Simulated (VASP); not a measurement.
## Hf: single point with r2SCAN

Crystal: Hf.

```xyz
2
Lattice="2.7834 0.0000 0.0000 -1.3917 2.4105 0.0000 0.0000 0.0000 4.5337" Properties=species:S:1:pos:R:3 pbc="T T T"
Hf    0.0000    1.6070    1.1334
Hf    1.3917    0.8035    3.4002
```

This cell differs from its parent crystal: volume scaled by 0.680.

```json
{"Program": "VASP 6.6.1", "Task": "single point", "Functional": "r2SCAN", "Potentials or basis": "VASP PAW PBE potentials, release 64 (Hf_pv)", "Cutoff": "520 eV", "k mesh": "18 × 18 × 10", "Occupations": "gaussian, width 0.05 eV", "Spin": "no spin polarisation", "Dipole correction": "no", "Further INCAR settings": "ALGO = Normal; EDIFF = 1e-06; NBANDS = 17"}
```

| Quantity | Value |
| --- | --- |
| Pressure | 78.1 GPa |
| Band gap on the k mesh | zero (band 10 reaches 9.38 eV, above the bottom of band 11 at 7.55 eV) |

Stress tensor (GPa, compression positive):
```
78.42  0.00  0.00
 0.00 78.42  0.00
 0.00  0.00 77.45
```

Levels at points of the mesh, in eV from the Fermi level:
| k point | band 7 | band 8 | band 9 | band 10 | band 11 | band 12 | band 13 | band 14 |
| --- | --- | --- | --- | --- | --- | --- | --- | --- |
| (0.00, 0.00, 0.00) | -8.77 | -5.31 | 1.26 | 1.29 | 1.29 | 2.43 | 2.59 | 2.59 |
| (0.50, 0.00, 0.00) | -4.81 | -4.19 | -4.02 | 0.50 | 0.92 | 1.32 | 2.51 | 9.44 |
| (0.00, 0.00, 0.50) | -6.02 | -6.02 | -0.14 | -0.14 | 1.23 | 1.23 | 1.23 | 1.23 |
| (0.50, 0.00, 0.50) | -5.13 | -5.13 | -2.23 | -2.23 | 3.30 | 3.30 | 3.93 | 3.93 |

It took 2.1 min on 1 thread of Intel(R) Xeon(R) 6975P-C (Granite Rapids) (shared host), peak memory 0.23 GiB.

Caveat: the PAW data sets were made with another functional, which shifts forces and pressure a little; spin-orbit coupling is left out, which moves the levels of the heavy elements.
